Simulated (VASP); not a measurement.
# NaF (Imm2) in VASP: a series of runs

NaF is run at these levels: PBEsol; tasks: single point.

Everything below comes from runs of VASP 6.6.1. Logs are shortened: lines on timing, memory, paths and dates and some standing lists are left out, and cuts for length are marked.

## 1. The cell of the first run

It takes space group Imm2 (No. 44, orthorhombic). Conventional cell: a = 3.286 Å, b = 4.647 Å, c = 3.286 Å, α = 90.00°, β = 90.00°, γ = 90.00°. Na (site symmetry mm2) has 4 F at 1.93 to 2.41 Å within 2.6 Å. F (site symmetry mm2) has 4 Na at 1.93 to 2.41 Å within 2.6 Å.

## 2. Single point, PBEsol (atom 1 (Na) moved by (-0.450, -0.450) A along y and z)

INCAR

```
PREC     = Accurate       # precision mode
ENCUT    = 520            # plane-wave cutoff, eV
EDIFF    = 1E-6           # SCF threshold, eV
ISMEAR   = 0              # smearing method
SIGMA    = 0.05           # smearing width, eV
LREAL    = F              # projectors in reciprocal space
LASPH    = T              # aspherical terms in the spheres
NELM     = 60             # most SCF steps
ALGO     = Normal         # electronic algorithm
ISIF     = 2              # what is computed and relaxed
LWAVE    = F              # write WAVECAR
LCHARG   = F              # write CHGCAR
GGA      = PS             # functional
NBANDS   = 14             # bands
```

KPOINTS

```
regular mesh
0
Gamma
  8 8 8
```

POSCAR

```
NaF
1.0
    0.0000000000      2.3233000000      2.3233000000
    2.3233000000      0.0000000000      2.3233000000
    2.3233000000      2.3233000000      0.0000000000
Na F
1 1
Direct
   -0.1936900099      0.0000000000      0.0000000000
    0.5000000000      0.5000000000      0.5000000000
```

Potentials or basis: VASP PAW PBE potentials, release 64 (Na_pv, F).

The run is started by

```bash
cat potpaw_PBE.64/Na_pv/POTCAR potpaw_PBE.64/F/POTCAR > POTCAR
mpirun -np 1 vasp_std > vasp.out
```

OUTCAR:

```text
PREC = Accurate
   ENCUT = 520
   EDIFF = 1E-6
   ISMEAR = 0
   LREAL = F
   LASPH = T
   NELM = 60
   ISIF = 2
   GGA = PS

 ion  position               nearest neighbor table
   1  0.806  0.000  0.000-   2 1.93   2 1.93
   2  0.500  0.500  0.500-   1 1.93   1 1.93

  LATTYP: Found a face centered cubic cell.
 ALAT       =     4.6466000000

  Lattice vectors:

 A1 = (   0.0000000000,   2.3233000000,   2.3233000000)
 A2 = (   2.3233000000,   0.0000000000,   2.3233000000)
 A3 = (   2.3233000000,   2.3233000000,   0.0000000000)

Analysis of symmetry for initial positions (statically):
=====================================================================
 Subroutine PRICEL returns:
 Original cell was already a primitive cell.

 Routine SETGRP: Setting up the symmetry group for a
 face centered cubic supercell.

 Subroutine GETGRP returns: Found  4 space group operations
 (whereof  4 operations were pure point group operations)
 out of a pool of 48 trial point group operations.

The static configuration has the point symmetry C_2v.

Analysis of symmetry for dynamics (positions and initial velocities):
=====================================================================
 Subroutine PRICEL returns:
 Original cell was already a primitive cell.

 Routine SETGRP: Setting up the symmetry group for a
 face centered cubic supercell.

 Subroutine GETGRP returns: Found  4 space group operations
 (whereof  4 operations were pure point group operations)
 out of a pool of 48 trial point group operations.

The dynamic configuration has the point symmetry C_2v.

 Subroutine INISYM returns: Found  4 space group operations
 (whereof  4 operations are pure point group operations),
 and found     1 'primitive' translations

----------------------------------------------------------------------------------------

                                     Primitive cell

  volume of cell :      25.0811

  direct lattice vectors                    reciprocal lattice vectors
     0.000000000  2.323300000  2.323300000    -0.215211122  0.215211122  0.215211122
     2.323300000  0.000000000  2.323300000     0.215211122 -0.215211122  0.215211122
     2.323300000  2.323300000  0.000000000     0.215211122  0.215211122 -0.215211122

  length of vectors
     3.285642369  3.285642369  3.285642369     0.372756598  0.372756598  0.372756598

  position of ions in fractional coordinates (direct lattice)
     0.806309990  0.000000000  0.000000000
     0.500000000  0.500000000  0.500000000

  ion indices of the primitive-cell ions
   primitive index   ion index
                 1           1
                 2           2

----------------------------------------------------------------------------------------

 KPOINTS: regular mesh

Automatic generation of k-mesh.
 Grid dimensions read from file:
 generate k-points for:    8    8    8

 Generating k-lattice:

  Cartesian coordinates                     Fractional coordinates (reciprocal lattice)
    -0.026901390  0.026901390  0.026901390     0.125000000  0.000000000  0.000000000
     0.026901390 -0.026901390  0.026901390     0.000000000  0.125000000  0.000000000
     0.026901390  0.026901390 -0.026901390     0.000000000  0.000000000  0.125000000

  Length of vectors
     0.046594575  0.046594575  0.046594575

  Shift w.r.t. Gamma in fractional coordinates (k-lattice)
     0.000000000  0.000000000  0.000000000

 Subroutine IBZKPT returns following result:
 ===========================================

 Found     95 irreducible k-points:

 Following reciprocal coordinates:
            Coordinates               Weight
  0.000000  0.000000  0.000000      1.000000
  0.125000  0.000000  0.000000      4.000000
  0.000000  0.125000  0.000000      4.000000
  0.250000  0.000000  0.000000      4.000000
  0.000000  0.250000  0.000000      4.000000
  0.375000  0.000000  0.000000      4.000000
[... 16 lines left out ...]
  0.375000 -0.125000 -0.125000      4.000000
 -0.375000  0.125000  0.000000      8.000000
 [... further k-points ...]
   k-points           NKPTS =     95   k-points in BZ     NKDIM =     95   number of bands    NBANDS=     14
   number of dos      NEDOS =    301   number of ions     NIONS =      2
   total plane-waves  NPLWV =  13824
   dimension x,y,z NGX =    24 NGY =   24 NGZ =   24
   dimension x,y,z NGXF=    48 NGYF=   48 NGZF=   48
   ions per type =               1   1
   NGX,Y,Z   is equivalent  to a cutoff of  12.14, 12.14, 12.14 a.u.
   NGXF,Y,Z  is equivalent  to a cutoff of  24.29, 24.29, 24.29 a.u.
 SYSTEM =  unknown system
   PREC   = accura    normal or accurate (medium, high low for compatibility)
   ISTART =      0    job   : 0-new  1-cont  2-samecut
   ICHARG =      2    charge: 1-file 2-atom 10-const
   ISPIN  =      1    spin polarized calculation?
   LNONCOLLINEAR =      F non collinear calculations
   LSORBIT =      F    spin-orbit coupling
   LASPH  =      T    aspherical Exc in radial PAW
   ENCUT  =  520.0 eV  38.22 Ry    6.18 a.u.   6.11  6.11  6.11*2*pi/ulx,y,z
   NELM   =     60;   NELMIN=  2; NELMDL= -5     # of ELM steps
   EDIFF  = 0.1E-05   stopping-criterion for ELM
   LREAL  =      F    real-space projection
   EDIFFG = 0.1E-04   stopping-criterion for IOM
   NSW    =      0    number of steps for IOM
   IBRION =     -1    ionic relax: 0-MD 1-quasi-New 2-CG
   NFREE  =      0    steps in history (QN), initial steepest desc. (CG)
   ISIF   =      2    stress and relaxation
   ISYM   =      2    0-nonsym 1-usesym 2-fastsym
   POTIM  = 0.5000    time-step for ionic-motion
   TEBEG  =    0.0;   TEEND  =   0.0 temperature during run
   PSTRESS=    0.0 pullay stress
   NELECT =      14.0000    total number of electrons
   NUPDOWN=      -1.0000    fix difference up-down
   EMIN   =  10.00;   EMAX   =-10.00  energy-range for DOS
   EFERMI =   0.00;   METHOD = LEGACY
   ISMEAR =     0;   SIGMA  =   0.05  broadening in eV -4-tet -1-fermi 0-gaus
   EFERMI_NEDOS =   21; number of points for ismear=-14 and -15
   IALGO  =     38    algorithm
   IMIX   =      4    mixing-type and parameters
     AMIX     =   0.40;   BMIX     =  1.00
     AMIX_MAG =   1.60;   BMIX_MAG =  1.00
  volume/ion in A,a.u.               =      12.54        84.63
  Fermi-wavevector in a.u.,A,eV,Ry     =   1.347935  2.547227 24.720809  1.816928
  Thomas-Fermi vector in A             =   2.475645
   LORBIT       =      0    0 simple, 1 ext, 2 COOP (PROOUT), +10 PAW based schemes
   GGA     = PS    functional components
   LHFCALC =     F    Hartree Fock is set to
   AEXX    =    0.0000 exact exchange contribution
   IVDW    =     0    specifies the selected vdW correction
   LEPSILON=     F    determine dielectric tensor
   LRPA    =     F    only Hartree local field effects (RPA)
 non-spin polarized calculation
 Gauss-broadening in eV      SIGMA  =   0.05
  energy-cutoff  :      520.00
  volume of cell :       25.08
 maximum number of plane-waves:       692
   NGX = 13   NGY = 13   NGZ = 13

 number of electron      13.9999984 magnetization

 Free energy of the ion-electron system (eV)
  ---------------------------------------------------
  ext. energy  EPLUGINS =         0.00000000
  ---------------------------------------------------
  free energy    TOTEN  =        -8.21416867 eV

  energy without entropy =       -8.21416867  energy(sigma->0) =       -8.21416867

 E-fermi :  -2.0408     XC(G=0):  -9.1821

 val. band max:       -2.2661249298   @ k =   0.0000  -0.1250   0.1250
 cond. band min:       3.7982406577   @ k =   0.0000   0.0000   0.0000
 fundamental gap:      6.0643655875
 Fermi energy:        -2.0407502254

 k-point     1 :       0.0000    0.0000    0.0000
  band No.  band energies     occupation
      1     -21.6761      2.00000
      2     -20.7861      2.00000
      3     -20.7643      2.00000
      4     -20.4280      2.00000
      5      -2.3253      2.00000
      6      -2.3181      2.00000
      7      -2.2952      2.00000
      8       3.7982      0.00000
      9      16.5493      0.00000
     10      17.7373      0.00000
     11      17.9781      0.00000
     12      18.6592      0.00000
     13      21.7559      0.00000
     14      21.8236      0.00000

 k-point     2 :       0.1250    0.0000    0.0000
  band No.  band energies     occupation
      1     -21.7200      2.00000
      2     -20.7887      2.00000
      3     -20.7733      2.00000
      4     -20.3630      2.00000
      5      -2.5931      2.00000
      6      -2.3537      2.00000
      7      -2.3292      2.00000
      8       4.3478      0.00000
      9      15.3549      0.00000
     10      16.7228      0.00000
     11      17.9140      0.00000
     12      20.7386      0.00000
     13      21.2635      0.00000
     14      21.9307      0.00000

 k-point     3 :       0.0000    0.1250    0.0000
  band No.  band energies     occupation
      1     -21.8082      2.00000
      2     -20.8070      2.00000
      3     -20.7706      2.00000
      4     -20.2513      2.00000
      5      -2.5966      2.00000
      6      -2.3488      2.00000
      7      -2.2869      2.00000
      8       4.3171      0.00000
      9      14.9017      0.00000
     10      17.3211      0.00000
     11      17.8823      0.00000
     12      19.9432      0.00000
     13      21.4109      0.00000
     14      22.3189      0.00000
[... 324 lines left out ...]
 k-point    23 :       0.3750   -0.1250   -0.1250
  band No.  band energies     occupation
      1     -21.8900      2.00000
      2     -20.8147      2.00000
      3     -20.8096      2.00000
      4     -20.0815      2.00000
      5      -3.6924      2.00000
      6      -2.6035      2.00000
      7      -2.5368      2.00000
      8       8.6260      0.00000
      9      10.1719      0.00000
     10      16.3418      0.00000
     11      16.9259      0.00000
     12      20.3104      0.00000
     13      22.3002      0.00000
     14      22.9412      0.00000

 k-point    24 :      -0.3750    0.1250    0.0000
  band No.  band energies     occupation
      1     -21.9382      2.00000
      2     -20.8482      2.00000
      3     -20.7960      2.00000
      4     -20.0085      2.00000
      5      -3.6314      2.00000
      6      -2.6268      2.00000
      7      -2.4704      2.00000
      8       8.1185      0.00000
      9      10.6235      0.00000
     10      15.4047      0.00000
     11      18.3968      0.00000
     12      20.1919      0.00000
     13      21.2437      0.00000
     14      23.5233      0.00000

 [... further k-points ...]

------------------------ aborting loop because EDIFF is reached ----------------------------------------

  FORCE on cell =-STRESS in cart. coord.  units (eV):
  Direction    XX          YY          ZZ          XY          YZ          ZX
  --------------------------------------------------------------------------------------
  -------------------------------------------------------------------------------------
  Total       -0.4185821      3.0850466      3.0850466      0.0000000     -1.5215340      0.0000000
  in kB      -26.7390141    197.0726854    197.0726854      0.0000000    -97.1955498      0.0000000
  external PRESSURE =     122.4687856 kB  Pullay stress =       0.0000000 kB

 VOLUME and BASIS-vectors are now :
 -----------------------------------------------------------------------------
  energy-cutoff  :      520.00
  volume of cell :       25.08
      direct lattice vectors                 reciprocal lattice vectors
     0.000000000  2.323300000  2.323300000    -0.215211122  0.215211122  0.215211122
     2.323300000  0.000000000  2.323300000     0.215211122 -0.215211122  0.215211122
     2.323300000  2.323300000  0.000000000     0.215211122  0.215211122 -0.215211122

 POSITION                                       TOTAL-FORCE (eV/Angst)
 -----------------------------------------------------------------------------------
      0.00000      1.87330      1.87330         0.000000      1.435501      1.435501
      2.32330      2.32330      2.32330        -0.000000     -1.435501     -1.435501
 -----------------------------------------------------------------------------------
    total drift:                               -0.000011     -0.000066     -0.000066

  FREE ENERGIE OF THE ION-ELECTRON SYSTEM (eV)
  ---------------------------------------------------
  free  energy   TOTEN  =        -8.2141686684 eV

  energy  without entropy=       -8.2141686684  energy(sigma->0) =       -8.21416867
```

It took 28 s on 1 thread of Intel Xeon 8259CL, shared host; peak memory 0.15 GiB.

Results:

```yaml
Free_energy: -8.2142 eV
Pressure: 12.2 GPa
Largest_force: 2.030 eV/Å
Band_gap_on_the_k_mesh: 6.06 eV (least direct gap 6.09 eV)
```

Forces in eV/Å, atoms in the order of the input:
```
Na   0.000  1.436  1.436
F    0.000 -1.436 -1.436
```

Stress tensor (GPa, compression positive):
```
-2.67  0.00  0.00
 0.00 19.71 -9.72
 0.00 -9.72 19.71
```

Caveat: the cell differs from its parent crystal (atom 1 (Na) moved by (-0.450, -0.450) A along y and z); the cell stands under pressure; the PAW data sets were made with another functional, which shifts forces and pressure a little. A k mesh can miss the band edges.

## 3. Single point, PBEsol (atom 1 (Na) moved by (-0.225, -0.225) A along y and z)

INCAR

```
  PREC = Accurate
  ENCUT = 520
  EDIFF = 1E-7
  ISMEAR = 0
  SIGMA = 0.05
  LREAL = F
  LASPH = T
  NELM = 100
  ALGO = Normal
  ISIF = 2
  LWAVE = F
  LCHARG = T
  GGA = PS
  LELF = T
  LVHAR = T
  NBANDS = 14
```

KPOINTS

```
Automatic mesh
0
Gamma
  8 8 8
```

Edit POSCAR of step 2 so:

```diff
@@ -8,3 +8,3 @@
 Direct
-   -0.1936900099      0.0000000000      0.0000000000
+   -0.0968450049      0.0000000000      0.0000000000
     0.5000000000      0.5000000000      0.5000000000
```

Potentials or basis: VASP PAW PBE potentials, release 64 (Na_pv, F).

The run is started by

```bash
cat potpaw_PBE.64/Na_pv/POTCAR potpaw_PBE.64/F/POTCAR > POTCAR
mpirun -np 1 vasp_std > vasp.out
```

It took 34 s on 1 thread of Intel Xeon 8259CL, shared host; peak memory 0.15 GiB.

The run converged. Its results:

* Free energy: -8.6506 eV
* Pressure: 2.5 GPa
* Largest force: 0.793 eV/Å
* Band gap on the k mesh: 6.12 eV

Forces in eV/Å, atoms in the order of the input:
```
Na   0.000  0.560  0.560
F    0.000 -0.560 -0.560
```

Stress tensor (GPa, compression positive):
```
-1.23  0.00  0.00
 0.00  4.36 -1.54
 0.00 -1.54  4.36
```

Levels at points of the mesh, in eV from the valence-band top:
```tsv
k point	band 3	band 4	band 5	band 6	band 7	band 8	band 9	band 10	band 11	band 12
(0.00, 0.00, 0.00)	-18.70	-18.54	-0.03	-0.01	0.00	6.12	18.80	19.09	19.19	21.34
(0.50, 0.00, 0.00)	-18.72	-17.97	-1.57	-0.27	-0.23	10.62	12.24	19.67	19.99	23.06
(0.00, 0.50, 0.00)	-18.72	-17.87	-1.57	-0.23	-0.19	10.55	12.15	19.55	19.75	23.04
(0.50, 0.50, 0.00)	-18.76	-18.28	-1.24	-0.42	-0.38	12.54	13.22	13.53	19.47	19.91
(0.00, 0.50, 0.50)	-18.76	-18.37	-1.27	-0.41	-0.41	12.96	13.09	13.37	19.43	20.15
```

Caveat: the cell differs from its parent crystal (atom 1 (Na) moved by (-0.225, -0.225) A along y and z); the PAW data sets were made with another functional, which shifts forces and pressure a little.
